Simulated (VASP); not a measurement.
# HfN (CsCl type) (Pm-3m) in VASP: notebook

HfN (CsCl type) is run at these levels: PBE; tasks: single point, relaxation of cell and atoms.

Everything below comes from runs of VASP 6.6.1. Logs are shortened: lines on timing, memory, paths and dates and some standing lists are left out, and cuts for length are marked.

### Step 1. The cell of the first run

Symmetry: Pm-3m, No. 221, cubic system. The conventional cell has a = 2.674 Å, b = 2.674 Å, c = 2.674 Å, α = 90.00°, β = 90.00°, γ = 90.00°. Hf (site symmetry m-3m) has 8 N at 2.32 Å and 6 Hf at 2.67 Å within 3.1 Å. Within 3.1 Å of N (site symmetry m-3m) lie 8 Hf at 2.32 Å and 6 N at 2.67 Å.

### Step 2. Single point, PBE

File INCAR:

```
SYSTEM = HfN
ALGO = Normal
EDIFF = 1E-7
ENCUT = 520
GGA = PE
ISIF = 2
ISMEAR = -1
LASPH = .TRUE.
LCHARG = .TRUE.
LELF = .TRUE.
LREAL = .FALSE.
LVHAR = .TRUE.
LWAVE = .FALSE.
NBANDS = 14
NELM = 100
PREC = Accurate
SIGMA = 0.08
```

File KPOINTS:

```
k-points
0
G
  14 14 14
  0 0 0
```

File POSCAR:

```
HfN
1.0
    2.6738472670      0.0000000000      0.0000000000
    0.0000000000      2.6738472670      0.0000000000
    0.0000000000      0.0000000000      2.6738472670
Hf N
1 1
Direct
    0.0000000000      0.0000000000      0.0000000000
    0.5000000000      0.5000000000      0.5000000000
```

Potentials or basis: VASP PAW PBE potentials, release 64 (Hf_pv, N).

On the command line:

```
cat potpaw_PBE.64/Hf_pv/POTCAR potpaw_PBE.64/N/POTCAR > POTCAR
mpirun -np 1 vasp_std > vasp.out
```

OUTCAR:

```text
SYSTEM = HfN
   EDIFF = 1E-7
   ENCUT = 520
   GGA = PE
   ISIF = 2
   ISMEAR = -1
   LASPH = .TRUE.
   LREAL = .FALSE.
   NELM = 100
   PREC = Accurate

 ion  position               nearest neighbor table
   1  0.000  0.000  0.000-   2 2.32   2 2.32   2 2.32   2 2.32   2 2.32   2 2.32   2 2.32   2 2.32

   2  0.500  0.500  0.500-   1 2.32   1 2.32   1 2.32   1 2.32   1 2.32   1 2.32   1 2.32   1 2.32

  LATTYP: Found a simple cubic cell.
 ALAT       =     2.6738472670

  Lattice vectors:

 A1 = (   2.6738472670,   0.0000000000,   0.0000000000)
 A2 = (   0.0000000000,   2.6738472670,   0.0000000000)
 A3 = (   0.0000000000,   0.0000000000,   2.6738472670)

Analysis of symmetry for initial positions (statically):
=====================================================================
 Subroutine PRICEL returns:
 Original cell was already a primitive cell.

 Routine SETGRP: Setting up the symmetry group for a
 simple cubic supercell.

 Subroutine GETGRP returns: Found 48 space group operations
 (whereof 48 operations were pure point group operations)
 out of a pool of 48 trial point group operations.

The static configuration has the point symmetry O_h .

Analysis of symmetry for dynamics (positions and initial velocities):
=====================================================================
 Subroutine PRICEL returns:
 Original cell was already a primitive cell.

 Routine SETGRP: Setting up the symmetry group for a
 simple cubic supercell.

 Subroutine GETGRP returns: Found 48 space group operations
 (whereof 48 operations were pure point group operations)
 out of a pool of 48 trial point group operations.

The dynamic configuration has the point symmetry O_h .

 Subroutine INISYM returns: Found 48 space group operations
 (whereof 48 operations are pure point group operations),
 and found     1 'primitive' translations

----------------------------------------------------------------------------------------

                                     Primitive cell

  volume of cell :      19.1166

  direct lattice vectors                    reciprocal lattice vectors
     2.673847267  0.000000000  0.000000000     0.373992940  0.000000000  0.000000000
     0.000000000  2.673847267  0.000000000     0.000000000  0.373992940  0.000000000
     0.000000000  0.000000000  2.673847267     0.000000000  0.000000000  0.373992940

  length of vectors
     2.673847267  2.673847267  2.673847267     0.373992940  0.373992940  0.373992940

  position of ions in fractional coordinates (direct lattice)
     0.000000000  0.000000000  0.000000000
     0.500000000  0.500000000  0.500000000

  ion indices of the primitive-cell ions
   primitive index   ion index
                 1           1
                 2           2

----------------------------------------------------------------------------------------

 KPOINTS: k-points

Automatic generation of k-mesh.
 Grid dimensions read from file:
 generate k-points for:   14   14   14

 Generating k-lattice:

  Cartesian coordinates                     Fractional coordinates (reciprocal lattice)
     0.026713781  0.000000000  0.000000000     0.071428571  0.000000000  0.000000000
     0.000000000  0.026713781  0.000000000     0.000000000  0.071428571  0.000000000
     0.000000000  0.000000000  0.026713781     0.000000000  0.000000000  0.071428571

  Length of vectors
     0.026713781  0.026713781  0.026713781

  Shift w.r.t. Gamma in fractional coordinates (k-lattice)
     0.000000000  0.000000000  0.000000000

 Subroutine IBZKPT returns following result:
 ===========================================

 Found    120 irreducible k-points:

 Following reciprocal coordinates:
            Coordinates               Weight
  0.000000  0.000000  0.000000      1.000000
  0.071429  0.000000  0.000000      6.000000
  0.142857  0.000000  0.000000      6.000000
  0.214286  0.000000  0.000000      6.000000
  0.285714  0.000000  0.000000      6.000000
  0.357143  0.000000  0.000000      6.000000
[... 16 lines left out ...]
  0.285714  0.214286  0.000000     24.000000
  0.357143  0.214286  0.000000     24.000000
 [... further k-points ...]
   k-points           NKPTS =    120   k-points in BZ     NKDIM =    120   number of bands    NBANDS=     14
   number of dos      NEDOS =    301   number of ions     NIONS =      2
   total plane-waves  NPLWV =   8000
   dimension x,y,z NGX =    20 NGY =   20 NGZ =   20
   dimension x,y,z NGXF=    40 NGYF=   40 NGZF=   40
   ions per type =               1   1
   NGX,Y,Z   is equivalent  to a cutoff of  12.43, 12.43, 12.43 a.u.
   NGXF,Y,Z  is equivalent  to a cutoff of  24.87, 24.87, 24.87 a.u.
 SYSTEM =  HfN
   PREC   = accura    normal or accurate (medium, high low for compatibility)
   ISTART =      0    job   : 0-new  1-cont  2-samecut
   ICHARG =      2    charge: 1-file 2-atom 10-const
   ISPIN  =      1    spin polarized calculation?
   LNONCOLLINEAR =      F non collinear calculations
   LSORBIT =      F    spin-orbit coupling
   LASPH  =      T    aspherical Exc in radial PAW
   ENCUT  =  520.0 eV  38.22 Ry    6.18 a.u.   4.97  4.97  4.97*2*pi/ulx,y,z
   NELM   =    100;   NELMIN=  2; NELMDL= -5     # of ELM steps
   EDIFF  = 0.1E-06   stopping-criterion for ELM
   LREAL  =      F    real-space projection
   EDIFFG = 0.1E-05   stopping-criterion for IOM
   NSW    =      0    number of steps for IOM
   IBRION =     -1    ionic relax: 0-MD 1-quasi-New 2-CG
   NFREE  =      0    steps in history (QN), initial steepest desc. (CG)
   ISIF   =      2    stress and relaxation
   ISYM   =      2    0-nonsym 1-usesym 2-fastsym
   POTIM  = 0.5000    time-step for ionic-motion
   TEBEG  =    0.0;   TEEND  =   0.0 temperature during run
   PSTRESS=    0.0 pullay stress
   NELECT =      15.0000    total number of electrons
   NUPDOWN=      -1.0000    fix difference up-down
   EMIN   =  10.00;   EMAX   =-10.00  energy-range for DOS
   EFERMI =   0.00;   METHOD = LEGACY
   ISMEAR =    -1;   SIGMA  =   0.08  broadening in eV -4-tet -1-fermi 0-gaus
   EFERMI_NEDOS =   21; number of points for ismear=-14 and -15
   IALGO  =     38    algorithm
   IMIX   =      4    mixing-type and parameters
     AMIX     =   0.40;   BMIX     =  1.00
     AMIX_MAG =   1.60;   BMIX_MAG =  1.00
  volume/ion in A,a.u.               =       9.56        64.50
  Fermi-wavevector in a.u.,A,eV,Ry     =   1.509971  2.853432 31.021459  2.280013
  Thomas-Fermi vector in A             =   2.620223
   LORBIT       =      0    0 simple, 1 ext, 2 COOP (PROOUT), +10 PAW based schemes
   GGA     = PE    functional components
   LHFCALC =     F    Hartree Fock is set to
   AEXX    =    0.0000 exact exchange contribution
   IVDW    =     0    specifies the selected vdW correction
   LEPSILON=     F    determine dielectric tensor
   LRPA    =     F    only Hartree local field effects (RPA)
 non-spin polarized calculation
  energy-cutoff  :      520.00
  volume of cell :       19.12
 maximum number of plane-waves:       536
 NGX is ok and might be reduce to    20
   NGX =  9   NGY =  9   NGZ =  9

 number of electron      14.9999997 magnetization

 Free energy of the ion-electron system (eV)
  ---------------------------------------------------
  ext. energy  EPLUGINS =         0.00000000
  ---------------------------------------------------
  free energy    TOTEN  =       -19.33438186 eV

  energy without entropy =      -19.31619073  energy(sigma->0) =      -19.32528630

 E-fermi :   8.9985     XC(G=0): -13.8348

 val. band max:        8.9866954339   @ k =   0.5000   0.5000   0.1429
 cond. band min:       9.0175362910   @ k =   0.1429   0.0714   0.0000
 fundamental gap:      0.0308408571
 Fermi energy:         8.9985226470

 k-point     1 :       0.0000    0.0000    0.0000
  band No.  band energies     occupation
      1     -20.5874      2.00000
      2     -20.5874      2.00000
      3     -20.5874      2.00000
      4      -8.2089      2.00000
      5       5.9624      2.00000
      6       5.9624      2.00000
      7       7.9223      2.00000
      8       7.9223      2.00000
      9       7.9223      2.00000
     10      14.8011      0.00000
     11      16.5770      0.00000
     12      16.5770      0.00000
     13      16.5770      0.00000
     14      22.6620      0.00000

 k-point     2 :       0.0714    0.0000    0.0000
  band No.  band energies     occupation
      1     -20.7165      2.00000
      2     -20.5764      2.00000
      3     -20.5764      2.00000
      4      -8.0682      2.00000
      5       5.7947      2.00000
      6       6.0240      2.00000
      7       7.8115      2.00000
      8       7.8115      2.00000
      9       8.0270      1.99999
     10      15.1266      0.00000
     11      16.5998      0.00000
     12      16.5998      0.00000
     13      16.6139      0.00000
     14      22.6621      0.00000

 k-point     3 :       0.1429    0.0000    0.0000
  band No.  band energies     occupation
      1     -21.0636      2.00000
      2     -20.5452      2.00000
      3     -20.5452      2.00000
      4      -7.6750      2.00000
      5       5.0928      2.00000
      6       6.2022      2.00000
      7       7.5061      2.00000
      8       7.5061      2.00000
      9       8.6967      1.95507
     10      15.9252      0.00000
     11      16.6797      0.00000
     12      16.6797      0.00000
     13      16.7193      0.00000
     14      22.6624      0.00000

 k-point     4 :       0.2143    0.0000    0.0000
  band No.  band energies     occupation
      1     -21.5328      2.00000
      2     -20.4998      2.00000
      3     -20.4998      2.00000
      4      -7.0979      2.00000
      5       3.9770      2.00000
      6       6.4764      2.00000
      7       7.0780      2.00000
      8       7.0780      2.00000
      9      10.0439      0.00000
     10      16.8331      0.00000
     11      16.8331      0.00000
     12      16.8764      0.00000
     13      16.9071      0.00000
     14      22.6627      0.00000

 k-point     5 :       0.2857    0.0000    0.0000
  band No.  band energies     occupation
      1     -22.0165      2.00000
      2     -20.4490      2.00000
      3     -20.4490      2.00000
      4      -6.4156      2.00000
      5       2.7479      2.00000
      6       6.6205      2.00000
      7       6.6205      2.00000
      8       6.8081      2.00000
      9      11.8475      0.00000
     10      17.0528      0.00000
     11      17.0528      0.00000
[... 276 lines left out ...]
 k-point    22 :       0.2143    0.2143    0.0000
  band No.  band energies     occupation
      1     -21.4862      2.00000
      2     -21.3113      2.00000
      3     -20.4178      2.00000
      4      -6.3962      2.00000
      5       3.5670      2.00000
      6       5.3606      2.00000
      7       6.9798      2.00000
      8       8.3707      1.99922
      9      11.4687      0.00000
     10      14.6509      0.00000
     11      14.6915      0.00000
     12      17.7932      0.00000
     13      19.2467      0.00000
     14      22.6670      0.00000

 k-point    23 :       0.2857    0.2143    0.0000
  band No.  band energies     occupation
      1     -21.8766      2.00000
      2     -21.3081      2.00000
      3     -20.3701      2.00000
      4      -6.0212      2.00000
      5       2.9381      2.00000
      6       5.3136      2.00000
      7       6.8648      2.00000
      8       8.6231      1.98184
      9      12.7450      0.00000
     10      14.3478      0.00000
     11      14.5715      0.00000
     12      17.4065      0.00000
     13      19.6750      0.00000
     14      22.6692      0.00000

 k-point    24 :       0.3571    0.2143    0.0000
  band No.  band energies     occupation
      1     -22.2629      2.00000
      2     -21.2454      2.00000
      3     -20.3267      2.00000
      4      -5.6899      2.00000
      5       2.3564      2.00000
      6       5.2827      2.00000
      7       6.7238      2.00000
      8       8.6509      1.97441
      9      14.2135      0.00000
     10      14.3670      0.00000
     11      14.7579      0.00000
     12      16.8034      0.00000
     13      20.1717      0.00000
     14      22.6710      0.00000

 [... further k-points ...]
[... 5 lines left out ...]
  --------------------------------------------------------------------------------------
  -------------------------------------------------------------------------------------
  Total        6.0741183      6.0741183      6.0741183      0.0000000      0.0000000      0.0000000
  in kB      509.0776623    509.0776623    509.0776623      0.0000000      0.0000000      0.0000000
  external PRESSURE =     509.0776623 kB  Pullay stress =       0.0000000 kB

 VOLUME and BASIS-vectors are now :
 -----------------------------------------------------------------------------
  energy-cutoff  :      520.00
  volume of cell :       19.12
      direct lattice vectors                 reciprocal lattice vectors
     2.673847267  0.000000000  0.000000000     0.373992940  0.000000000  0.000000000
     0.000000000  2.673847267  0.000000000     0.000000000  0.373992940  0.000000000
     0.000000000  0.000000000  2.673847267     0.000000000  0.000000000  0.373992940

 POSITION                                       TOTAL-FORCE (eV/Angst)
 -----------------------------------------------------------------------------------
      0.00000      0.00000      0.00000         0.000000      0.000000      0.000000
      1.33692      1.33692      1.33692         0.000000      0.000000      0.000000
 -----------------------------------------------------------------------------------
    total drift:                                0.000000      0.000000      0.000000

  FREE ENERGIE OF THE ION-ELECTRON SYSTEM (eV)
  ---------------------------------------------------
  free  energy   TOTEN  =       -19.3343818639 eV

  energy  without entropy=      -19.3161907349  energy(sigma->0) =      -19.32528630
```

Wall time 10 s (1 thread of Intel Xeon 6975P-C (Granite Rapids), shared host); peak memory 0.15 GiB.

Results:

```yaml
Free_energy: -19.3344 eV
Pressure: 50.9 GPa
```

Levels at points of the mesh, in eV from the Fermi level:
```
           k point  band 4  band 5  band 6  band 7  band 8  band 9  band 10  band 11  band 12  band 13
(0.00, 0.00, 0.00)  -17.21   -3.04   -3.04   -1.08   -1.08   -1.08     5.80     7.58     7.58     7.58
(0.50, 0.00, 0.00)  -13.90   -8.59   -3.14   -3.14   -1.52    6.93     8.40     8.57     8.57    10.91
(0.50, 0.50, 0.00)  -15.21   -4.20   -4.20   -1.44   -0.61    3.47     3.47     3.56    11.22    13.62
(0.50, 0.50, 0.50)  -12.88   -8.07   -8.07   -8.07    9.46    9.46     9.46    11.63    11.63    12.01
```

Caveat: spin-orbit coupling is left out, which moves the levels of the heavy elements.

### Step 3. Single point, PBE

File INCAR:

```
  PREC = Accurate
  ENCUT = 520
  EDIFF = 1E-6
  ISMEAR = -1
  SIGMA = 0.08
  LREAL = F
  LASPH = T
  NELM = 80
  ALGO = Normal
  ISIF = 2
  LWAVE = F
  LCHARG = T
  GGA = PE
  LELF = T
  LVHAR = T
  NBANDS = 14
```

File KPOINTS:

```
regular mesh
0
Gamma
  14 14 14
```

File POSCAR:

```
HfN
1.0
    2.6741861087      0.0000000000      0.0000000000
    0.0000000000      2.6741861087      0.0000000000
    0.0000000000      0.0000000000      2.6741861087
Hf N
1 1
Direct
    0.0000000000      0.0000000000      0.0000000000
    0.5000000000      0.5000000000      0.5000000000
```

Potentials or basis: VASP PAW PBE potentials, release 64 (Hf_pv, N).

On the command line:

```
cat potpaw_PBE.64/Hf_pv/POTCAR potpaw_PBE.64/N/POTCAR > POTCAR
mpirun -np 1 vasp_std > vasp.out
```

Wall time 10 s (1 thread of Intel Xeon 6975P-C (Granite Rapids), shared host); peak memory 0.15 GiB.

It converged, with:

| Property | Result |
| --- | --- |
| Free energy | -19.3367 eV |
| Pressure | 50.7 GPa |

Levels at points of the mesh, in eV from the Fermi level:
```csv
k point,band 5,band 6,band 7,band 8,band 9,band 10,band 11,band 12
"(0.00, 0.00, 0.00)",-3.03,-3.03,-1.08,-1.08,-1.08,5.80,7.58,7.58
"(0.50, 0.00, 0.00)",-8.59,-3.13,-3.13,-1.52,6.93,8.39,8.57,8.57
"(0.50, 0.50, 0.00)",-4.20,-4.20,-1.44,-0.61,3.47,3.47,3.56,11.22
"(0.50, 0.50, 0.50)",-8.06,-8.06,-8.06,9.46,9.46,9.46,11.63,12.00
```

Caveat: spin-orbit coupling is left out, which moves the levels of the heavy elements.

### Step 4. Relaxation of cell and atoms, PBE, target pressure 55 GPa, at which the enthalpy is minimised

This run uses another cell than the first one, of 9.58 Å³/atom, 1.003 times its volume.

File INCAR:

```
SYSTEM = HfN
PREC = Accurate
ENCUT = 600
EDIFF = 1E-7
ISMEAR = -1
SIGMA = 0.08
LREAL = .FALSE.
LASPH = .TRUE.
NELM = 60
ALGO = Normal
ISIF = 3
LWAVE = .FALSE.
LCHARG = .FALSE.
GGA = PE
IBRION = 2
NSW = 60
EDIFFG = -0.005
PSTRESS = 550.0
```

File KPOINTS:

```
regular mesh
0
G
  14 14 14
  0 0 0
```

File POSCAR:

```
HfN
1.0
    2.6762913528      0.0000000000      0.0000000000
    0.0000000000      2.6762913528      0.0000000000
    0.0000000000      0.0000000000      2.6762913528
Hf N
1 1
Direct
    0.0000000000      0.0000000000      0.0000000000
    0.5000000000      0.5000000000      0.5000000000
```

On the command line:

```
cat potpaw_PBE.64/Hf_pv/POTCAR potpaw_PBE.64/N/POTCAR > POTCAR
mpirun -np 1 vasp_std > vasp.out
```

Run time: 24 s. Hardware: 1 thread of Intel Xeon 6975P-C (Granite Rapids), shared host; peak memory 0.17 GiB.

Results (log left out):

```yaml
Free_energy: -19.2782 eV
Relaxed_volume: 9.47 Å³/atom
Relaxed_cell: a = 2.666 Å, b = 2.666 Å, c = 2.666 Å, α = 90.00°, β = 90.00°, γ = 90.00°
Space_group_after_relaxing_to_0.05_Å: Pm-3m (No. 221)
Energy_change_on_relaxing_the_enthalpy_is_what_falls: +37.4 meV/atom
Ionic_steps: 3
Pressure_after_relaxing: 54.9 GPa
```

Step by step:
```tsv
step	energy change (eV)	largest force (eV/Å)	pressure (GPa)	volume (Å³)
1	0.0000	0.0000	49.59	19.17
2	0.3328	0.0000	71.97	18.29
3	0.0748	0.0000	54.93	18.94
```

Final structure:
```
CELL_PARAMETERS angstrom
2.66557 0.00000 0.00000
0.00000 2.66557 0.00000
0.00000 0.00000 2.66557
ATOMIC_POSITIONS crystal
Hf 0.00000 0.00000 0.00000
N 0.50000 0.50000 0.50000
```

Levels at points of the mesh, in eV from the Fermi level:
```csv
k point,band 4,band 5,band 6,band 7,band 8,band 9,band 10,band 11
"(0.00, 0.00, 0.00)",-17.27,-3.08,-3.08,-1.08,-1.08,-1.08,5.96,7.65
"(0.50, 0.00, 0.00)",-13.90,-8.64,-3.17,-3.17,-1.54,7.00,8.48,8.66
"(0.50, 0.50, 0.00)",-15.28,-4.21,-4.21,-1.44,-0.62,3.49,3.49,3.62
"(0.50, 0.50, 0.50)",-12.90,-8.15,-8.15,-8.15,9.56,9.56,9.56,11.76
```

Caveat: the cell is relaxed towards a set pressure, so the enthalpy falls and the energy may rise; spin-orbit coupling is left out, which moves the levels of the heavy elements.

[end of part 1 of 2]
